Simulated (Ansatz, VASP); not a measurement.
**GaP in VASP and in Ansatz**

```xyz
2
Lattice="0.0000 2.7254 2.7254 2.7254 0.0000 2.7254 2.7254 2.7254 0.0000" Properties=species:S:1:pos:R:3 pbc="T T T"
Ga    0.0000    0.0000    0.0000
P     1.3627    1.3627    1.3627
```

Alike in both runs: task single point; functional PBEsol; k mesh 6 × 6 × 6; occupations methfessel-paxton of order 1, width 0.2 eV; no spin polarisation.

```csv
,VASP,Ansatz
version,VASP 6.6.1,Ansatz 0.2.0
potentials or method,"VASP PAW PBE potentials, release 64 (Ga_d, P)",plane waves
plane-wave cutoff (eV),520,420
valence electrons in the cell,18,18
```

Ansatz gave:

* pressure (GPa): -0.5

**Question.** Which values does VASP return?

**Answer.** Pressure (GPa): -0.6.

VASP's potentials were made for PBE, not for PBEsol. The functional is the same, so the differences come from potentials, cutoffs and numerics.
